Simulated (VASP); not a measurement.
## CdS: single point with HSE06

Crystal: CdS.

```xyz
2
Lattice="0.0190 2.9424 2.9424 2.9424 0.0190 2.9424 2.9424 2.9424 0.0190" Properties=species:S:1:pos:R:3 pbc="T T T"
Cd    0.0043    0.0043    0.0043
S     1.4717    1.4717    1.4717
```

This cell differs from its parent crystal: epitaxial 111 strain -0.5%.

```json
{
 "Program": "VASP 6.6.1",
 "Task": "single point",
 "Functional": "HSE06",
 "Potentials or basis": "VASP PAW PBE potentials, release 64 (Cd, S)",
 "Cutoff": "520 eV",
 "k mesh": "6 × 6 × 6",
 "Occupations": "gaussian, width 0.01 eV",
 "Spin": "no spin polarisation",
 "Dipole correction": "no",
 "Grid for exact exchange (PRECFOCK)": "Normal",
 "Further INCAR settings": "ALGO = Normal; EDIFF = 1e-06; NBANDS = 16",
 "Screening parameter": "0.2079 1/Å"
}
```

The pressure is 0.9 GPa and the band gap on the k mesh is 2.11 eV, direct.

Stress tensor (GPa, compression positive):
```
 0.91 -0.17 -0.17
-0.17  0.91 -0.17
-0.17 -0.17  0.91
```

Levels at points of the mesh, in eV from the valence-band top:
```tsv
k point	band 7	band 8	band 9	band 10	band 11	band 12
(0.00, 0.00, 0.00)	-0.04	0.00	0.00	2.11	7.61	7.74
(0.50, 0.00, 0.00)	-4.59	-0.82	-0.78	4.05	8.11	8.12
(0.50, 0.50, 0.00)	-4.15	-1.99	-1.94	4.46	5.44	10.45
(0.50, 0.50, 0.50)	-4.62	-0.77	-0.77	4.13	8.20	8.20
```

It took 10 min on 4 MPI ranks on Intel(R) Xeon(R) Platinum 8488C (Sapphire Rapids), on a shared host, peak memory 0.29 GiB a rank.

Caveat: the cell differs from its parent crystal (epitaxial 111 strain -0.5%); the PAW data sets were made with another functional, which shifts forces and pressure a little.
